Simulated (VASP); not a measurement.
# BiBrF3 (Pm-3m) in VASP: a series of runs

BiBrF3 is run at these levels: PBE; tasks: single point, relaxation of cell and atoms.

Program: VASP 6.6.1. These are calculated values, not measurements. Logs are shortened: lines on timing, memory, paths and dates and some standing lists are left out, and cuts for length are marked.

## (1) The cell of the first run

The structure is cubic, space group Pm-3m (No. 221). The conventional cell has a = 4.614 Å, b = 4.614 Å, c = 4.614 Å, α = 90.00°, β = 90.00°, γ = 90.00°. Bi (site symmetry m-3m) has 12 F at 3.26 Å and 8 Br at 4.00 Å within 4.3 Å. Br (site symmetry m-3m) has 6 F at 2.31 Å within 3.0 Å. Within 3.0 Å of F (site symmetry 4/mmm) lie 2 Br at 2.31 Å.

## (2) Single point, PBE

The input, INCAR:

```
SYSTEM = BiBrF3
PREC = Accurate
ENCUT = 520
EDIFF = 1E-6
ISMEAR = 0
SIGMA = 0.1
LREAL = .FALSE.
LASPH = .TRUE.
NELM = 100
ALGO = Normal
ISIF = 2
LWAVE = .FALSE.
LCHARG = .FALSE.
GGA = PE
NBANDS = 30
```

The input, KPOINTS:

```
regular mesh
0
G
  8 8 8
  0 0 0
```

The input, POSCAR:

```
BiBrF3
1.0
    4.6139011207      0.0000000000      0.0000000000
    0.0000000000      4.6139011207      0.0000000000
    0.0000000000      0.0000000000      4.6139011207
Bi Br F
1 1 3
Direct
    0.5000000000      0.5000000000      0.5000000000
    0.0000000000      0.0000000000      0.0000000000
    0.5000000000      0.0000000000      0.0000000000
    0.0000000000      0.5000000000      0.0000000000
    0.0000000000      0.0000000000      0.5000000000
```

Potentials or basis: VASP PAW PBE potentials, release 64 (Bi_d, Br, F).

On the command line:

```console
$ cat potpaw_PBE.64/Bi_d/POTCAR potpaw_PBE.64/Br/POTCAR potpaw_PBE.64/F/POTCAR > POTCAR
$ mpirun -np 1 vasp_std > vasp.out
```

OUTCAR:

```text
SYSTEM = BiBrF3
   PREC = Accurate
   ENCUT = 520
   EDIFF = 1E-6
   ISMEAR = 0
   LREAL = .FALSE.
   LASPH = .TRUE.
   NELM = 100
   ISIF = 2
   GGA = PE

 ion  position               nearest neighbor table
   1  0.500  0.500  0.500-
   2  0.000  0.000  0.000-   3 2.31   4 2.31   5 2.31   5 2.31   4 2.31   3 2.31
   3  0.500  0.000  0.000-   2 2.31   2 2.31
   4  0.000  0.500  0.000-   2 2.31   2 2.31
   5  0.000  0.000  0.500-   2 2.31   2 2.31

  LATTYP: Found a simple cubic cell.
 ALAT       =     4.6139011207

  Lattice vectors:

 A1 = (   4.6139011207,   0.0000000000,   0.0000000000)
 A2 = (   0.0000000000,   4.6139011207,   0.0000000000)
 A3 = (   0.0000000000,   0.0000000000,   4.6139011207)

Analysis of symmetry for initial positions (statically):
=====================================================================
 Subroutine PRICEL returns:
 Original cell was already a primitive cell.

 Routine SETGRP: Setting up the symmetry group for a
 simple cubic supercell.

 Subroutine GETGRP returns: Found 48 space group operations
 (whereof 48 operations were pure point group operations)
 out of a pool of 48 trial point group operations.

The static configuration has the point symmetry O_h .

Analysis of symmetry for dynamics (positions and initial velocities):
=====================================================================
 Subroutine PRICEL returns:
 Original cell was already a primitive cell.

 Routine SETGRP: Setting up the symmetry group for a
 simple cubic supercell.

 Subroutine GETGRP returns: Found 48 space group operations
 (whereof 48 operations were pure point group operations)
 out of a pool of 48 trial point group operations.

The dynamic configuration has the point symmetry O_h .

 Subroutine INISYM returns: Found 48 space group operations
 (whereof 48 operations are pure point group operations),
 and found     1 'primitive' translations

----------------------------------------------------------------------------------------

                                     Primitive cell

  volume of cell :      98.2211

  direct lattice vectors                    reciprocal lattice vectors
     4.613901121  0.000000000  0.000000000     0.216736331  0.000000000  0.000000000
     0.000000000  4.613901121  0.000000000     0.000000000  0.216736331  0.000000000
     0.000000000  0.000000000  4.613901121     0.000000000  0.000000000  0.216736331

  length of vectors
     4.613901121  4.613901121  4.613901121     0.216736331  0.216736331  0.216736331

  position of ions in fractional coordinates (direct lattice)
     0.500000000  0.500000000  0.500000000
     0.000000000  0.000000000  0.000000000
     0.500000000  0.000000000  0.000000000
     0.000000000  0.500000000  0.000000000
     0.000000000  0.000000000  0.500000000

  ion indices of the primitive-cell ions
   primitive index   ion index
                 1           1
                 2           2
                 3           3
                 4           4
                 5           5

----------------------------------------------------------------------------------------

 KPOINTS: regular mesh

Automatic generation of k-mesh.
 Grid dimensions read from file:
 generate k-points for:    8    8    8

 Generating k-lattice:

  Cartesian coordinates                     Fractional coordinates (reciprocal lattice)
     0.027092041  0.000000000  0.000000000     0.125000000  0.000000000  0.000000000
     0.000000000  0.027092041  0.000000000     0.000000000  0.125000000  0.000000000
     0.000000000  0.000000000  0.027092041     0.000000000  0.000000000  0.125000000

  Length of vectors
     0.027092041  0.027092041  0.027092041

  Shift w.r.t. Gamma in fractional coordinates (k-lattice)
     0.000000000  0.000000000  0.000000000

 Subroutine IBZKPT returns following result:
 ===========================================

 Found     35 irreducible k-points:

 Following reciprocal coordinates:
            Coordinates               Weight
  0.000000  0.000000  0.000000      1.000000
  0.125000  0.000000  0.000000      6.000000
  0.250000  0.000000  0.000000      6.000000
  0.375000  0.000000  0.000000      6.000000
  0.500000  0.000000  0.000000      3.000000
  0.125000  0.125000  0.000000     12.000000
[... 16 lines left out ...]
  0.375000  0.375000  0.125000     24.000000
  0.500000  0.375000  0.125000     24.000000
 [... further k-points ...]
   k-points           NKPTS =     35   k-points in BZ     NKDIM =     35   number of bands    NBANDS=     30
   number of dos      NEDOS =    301   number of ions     NIONS =      5
   total plane-waves  NPLWV =  46656
   dimension x,y,z NGX =    36 NGY =   36 NGZ =   36
   dimension x,y,z NGXF=    72 NGYF=   72 NGZF=   72
   ions per type =               1   1   3
   NGX,Y,Z   is equivalent  to a cutoff of  12.97, 12.97, 12.97 a.u.
   NGXF,Y,Z  is equivalent  to a cutoff of  25.94, 25.94, 25.94 a.u.
 SYSTEM =  BiBrF3
   PREC   = accura    normal or accurate (medium, high low for compatibility)
   ISTART =      0    job   : 0-new  1-cont  2-samecut
   ICHARG =      2    charge: 1-file 2-atom 10-const
   ISPIN  =      1    spin polarized calculation?
   LNONCOLLINEAR =      F non collinear calculations
   LSORBIT =      F    spin-orbit coupling
   LASPH  =      T    aspherical Exc in radial PAW
   ENCUT  =  520.0 eV  38.22 Ry    6.18 a.u.   8.58  8.58  8.58*2*pi/ulx,y,z
   NELM   =    100;   NELMIN=  2; NELMDL= -5     # of ELM steps
   EDIFF  = 0.1E-05   stopping-criterion for ELM
   LREAL  =      F    real-space projection
   EDIFFG = 0.1E-04   stopping-criterion for IOM
   NSW    =      0    number of steps for IOM
   IBRION =     -1    ionic relax: 0-MD 1-quasi-New 2-CG
   NFREE  =      0    steps in history (QN), initial steepest desc. (CG)
   ISIF   =      2    stress and relaxation
   ISYM   =      2    0-nonsym 1-usesym 2-fastsym
   POTIM  = 0.5000    time-step for ionic-motion
   TEBEG  =    0.0;   TEEND  =   0.0 temperature during run
   PSTRESS=    0.0 pullay stress
   NELECT =      43.0000    total number of electrons
   NUPDOWN=      -1.0000    fix difference up-down
   EMIN   =  10.00;   EMAX   =-10.00  energy-range for DOS
   EFERMI =   0.00;   METHOD = LEGACY
   ISMEAR =     0;   SIGMA  =   0.10  broadening in eV -4-tet -1-fermi 0-gaus
   EFERMI_NEDOS =   21; number of points for ismear=-14 and -15
   IALGO  =     38    algorithm
   IMIX   =      4    mixing-type and parameters
     AMIX     =   0.40;   BMIX     =  1.00
     AMIX_MAG =   1.60;   BMIX_MAG =  1.00
  volume/ion in A,a.u.               =      19.64       132.57
  Fermi-wavevector in a.u.,A,eV,Ry     =   1.243071  2.349064 21.024079  1.545226
  Thomas-Fermi vector in A             =   2.377398
   LORBIT       =      0    0 simple, 1 ext, 2 COOP (PROOUT), +10 PAW based schemes
   GGA     = PE    functional components
   LHFCALC =     F    Hartree Fock is set to
   AEXX    =    0.0000 exact exchange contribution
   IVDW    =     0    specifies the selected vdW correction
   LEPSILON=     F    determine dielectric tensor
   LRPA    =     F    only Hartree local field effects (RPA)
 non-spin polarized calculation
 Gauss-broadening in eV      SIGMA  =   0.10
  energy-cutoff  :      520.00
  volume of cell :       98.22
 maximum number of plane-waves:      2680
 NGX is ok and might be reduce to    36
   NGX = 17   NGY = 17   NGZ = 17

 number of electron      43.0000034 magnetization

 Free energy of the ion-electron system (eV)
  ---------------------------------------------------
  ext. energy  EPLUGINS =         0.00000000
  ---------------------------------------------------
  free energy    TOTEN  =       -12.67091619 eV

  energy without entropy =      -12.64484080  energy(sigma->0) =      -12.65787850

 E-fermi :   3.0522     XC(G=0):  -9.1922

 val. band max:        3.0519953844   @ k =   0.3750   0.2500   0.0000
 cond. band min:       3.0606899127   @ k =   0.5000   0.5000   0.1250
 fundamental gap:      0.0086945283
 Fermi energy:         3.0522017279

 k-point     1 :       0.0000    0.0000    0.0000
  band No.  band energies     occupation
      1     -21.2393      2.00000
      2     -21.2393      2.00000
      3     -21.2274      2.00000
      4     -21.2274      2.00000
      5     -21.2274      2.00000
      6     -20.0526      2.00000
[... 22 lines left out ...]
     29      11.8825      0.00000
     30      11.8825      0.00000

 k-point     2 :       0.1250    0.0000    0.0000
  band No.  band energies     occupation
      1     -21.2389      2.00000
      2     -21.2384      2.00000
      3     -21.2277      2.00000
      4     -21.2277      2.00000
      5     -21.2274      2.00000
      6     -20.0354      2.00000
[... 22 lines left out ...]
     29      11.9640      0.00000
     30      12.0682      0.00000

 k-point     3 :       0.2500    0.0000    0.0000
  band No.  band energies     occupation
      1     -21.2380      2.00000
      2     -21.2364      2.00000
      3     -21.2282      2.00000
      4     -21.2282      2.00000
      5     -21.2274      2.00000
      6     -19.9891      2.00000
[... 22 lines left out ...]
     29      12.1988      0.00000
     30      12.5579      0.00000

 k-point     4 :       0.3750    0.0000    0.0000
  band No.  band energies     occupation
      1     -21.2370      2.00000
      2     -21.2344      2.00000
      3     -21.2287      2.00000
      4     -21.2287      2.00000
      5     -21.2274      2.00000
      6     -19.9302      2.00000
[... 616 lines left out ...]
     29      12.5058      0.00000
     30      12.5609      0.00000

 k-point    23 :       0.3750    0.3750    0.1250
  band No.  band energies     occupation
      1     -21.2344      2.00000
      2     -21.2336      2.00000
      3     -21.2307      2.00000
      4     -21.2295      2.00000
      5     -21.2293      2.00000
      6     -19.8025      2.00000
[... 22 lines left out ...]
     29      12.3209      0.00000
     30      13.5844      0.00000

 k-point    24 :       0.5000    0.3750    0.1250
  band No.  band energies     occupation
      1     -21.2351      2.00000
      2     -21.2336      2.00000
      3     -21.2300      2.00000
      4     -21.2298      2.00000
      5     -21.2292      2.00000
      6     -19.7681      2.00000
[... 22 lines left out ...]
     29      12.0899      0.00000
     30      13.6648      0.00000

 [... further k-points ...]

------------------------ aborting loop because EDIFF is reached ----------------------------------------

  FORCE on cell =-STRESS in cart. coord.  units (eV):
  Direction    XX          YY          ZZ          XY          YZ          ZX
  --------------------------------------------------------------------------------------
  -------------------------------------------------------------------------------------
  Total       -0.1389180     -0.1389180     -0.1389180      0.0000000     -0.0000000      0.0000000
  in kB       -2.2660228     -2.2660228     -2.2660228      0.0000000     -0.0000000      0.0000000
  external PRESSURE =      -2.2660228 kB  Pullay stress =       0.0000000 kB

 VOLUME and BASIS-vectors are now :
 -----------------------------------------------------------------------------
  energy-cutoff  :      520.00
  volume of cell :       98.22
      direct lattice vectors                 reciprocal lattice vectors
     4.613901121  0.000000000  0.000000000     0.216736331  0.000000000  0.000000000
     0.000000000  4.613901121  0.000000000     0.000000000  0.216736331  0.000000000
     0.000000000  0.000000000  4.613901121     0.000000000  0.000000000  0.216736331

 POSITION                                       TOTAL-FORCE (eV/Angst)
 -----------------------------------------------------------------------------------
      2.30695      2.30695      2.30695         0.000000      0.000000      0.000000
      0.00000      0.00000      0.00000         0.000000      0.000000      0.000000
      2.30695      0.00000      0.00000         0.000000      0.000000      0.000000
      0.00000      2.30695      0.00000         0.000000      0.000000      0.000000
      0.00000      0.00000      2.30695         0.000000      0.000000      0.000000
 -----------------------------------------------------------------------------------
    total drift:                                0.000000      0.000000     -0.000000

  FREE ENERGIE OF THE ION-ELECTRON SYSTEM (eV)
  ---------------------------------------------------
  free  energy   TOTEN  =       -12.6709161906 eV

  energy  without entropy=      -12.6448408031  energy(sigma->0) =      -12.65787850
```

Run time: 31 s. Hardware: 1 thread of Intel Xeon 6975P-C (Granite Rapids), shared host; peak memory 0.26 GiB.

What came out:

```
Free energy : -12.6709 eV
Pressure    : -0.2 GPa
```

Levels at points of the mesh, in eV from the Fermi level:
| k point | band 19 | band 20 | band 21 | band 22 | band 23 | band 24 | band 25 | band 26 |
| --- | --- | --- | --- | --- | --- | --- | --- | --- |
| (0.00, 0.00, 0.00) | -3.93 | 0.80 | 0.80 | 0.80 | 1.17 | 1.17 | 1.17 | 6.44 |
| (0.50, 0.00, 0.00) | -3.93 | -1.57 | -1.05 | 0.59 | 0.59 | 0.92 | 0.92 | 7.38 |
| (0.50, 0.50, 0.00) | -3.61 | -1.94 | -1.94 | -0.05 | -0.05 | 0.34 | 0.77 | 7.89 |
| (0.50, 0.50, 0.50) | -3.23 | -2.43 | -2.43 | -2.43 | 0.38 | 0.38 | 0.38 | 8.75 |

Caveat: spin-orbit coupling is left out, which moves the levels of the heavy elements; an odd number of electrons without spin polarisation forces a metal; a magnetic or distorted state may lie lower.

## (3) Relaxation of cell and atoms, PBE

This run uses another cell than the first one, of 19.23 Å³/atom, 0.979 times its volume.

The input, INCAR:

```
SYSTEM = BiBrF3
PREC = Accurate ; ENCUT = 600
EDIFF = 1E-6 ; ISMEAR = 0
SIGMA = 0.1 ; LREAL = .False.
LASPH = .True. ; NELM = 80
ALGO = Normal ; ISIF = 3
LWAVE = .False. ; LCHARG = .False.
GGA = PE ; IBRION = 2
NSW = 100 ; EDIFFG = -0.01
```

The input, KPOINTS:

```
regular mesh
0
Gamma
  8 8 8
  0 0 0
```

Changes to POSCAR since step 2:

```diff
@@ -2,5 +2,5 @@
 1.0
-    4.6139011207      0.0000000000      0.0000000000
-    0.0000000000      4.6139011207      0.0000000000
-    0.0000000000      0.0000000000      4.6139011207
+    4.5815038800      0.0000000000      0.0000000000
+    0.0000000000      4.5815038800      0.0000000000
+    0.0000000000      0.0000000000      4.5815038800
 Bi Br F
```

Potentials or basis: VASP PAW PBE potentials, release 64 (Bi_d, Br, F).

On the command line:

```console
$ cat potpaw_PBE.64/Bi_d/POTCAR potpaw_PBE.64/Br/POTCAR potpaw_PBE.64/F/POTCAR > POTCAR
$ mpirun -np 1 vasp_std > vasp.out
```

It took 63 s on 1 thread of Intel Xeon 6975P-C (Granite Rapids), shared host; peak memory 0.31 GiB.

Results (log left out):

| Property | Result |
| --- | --- |
| Free energy | -12.6721 eV |
| Relaxed volume | 19.53 Å³/atom |
| Relaxed cell | a = 4.605 Å, b = 4.605 Å, c = 4.605 Å, α = 90.00°, β = 90.00°, γ = 90.00° |
| Space group after relaxing (to 0.05 Å) | Pm-3m (No. 221) |
| Energy gained by relaxing | 0.9 meV/atom |
| Ionic steps | 2 |
| Pressure after relaxing | 0.0 GPa |

The path:
| step | energy change (eV) | largest force (eV/Å) | pressure (GPa) | volume (Å³) |
| --- | --- | --- | --- | --- |
| 1 | 0.0000 | 0.0000 | 0.89 | 96.17 |
| 2 | -0.0044 | 0.0000 | 0.05 | 97.65 |

Final structure:
```
CELL_PARAMETERS angstrom
4.60500 0.00000 0.00000
0.00000 4.60500 0.00000
0.00000 0.00000 4.60500
ATOMIC_POSITIONS crystal
Bi 0.50000 0.50000 0.50000
Br 0.00000 0.00000 0.00000
F 0.50000 0.00000 0.00000
F 0.00000 0.50000 0.00000
F 0.00000 0.00000 0.50000
```

Levels at points of the mesh, in eV from the Fermi level:
```
           k point  band 20  band 21  band 22  band 23  band 24  band 25
(0.00, 0.00, 0.00)     0.81     0.81     0.81     1.18     1.18     1.18
(0.50, 0.00, 0.00)    -1.58    -1.06     0.59     0.59     0.92     0.92
(0.50, 0.50, 0.00)    -1.95    -1.95    -0.06    -0.06     0.34     0.78
(0.50, 0.50, 0.50)    -2.44    -2.44    -2.44     0.39     0.39     0.39
```

Caveat: spin-orbit coupling is left out, which moves the levels of the heavy elements; an odd number of electrons without spin polarisation forces a metal; a magnetic or distorted state may lie lower.
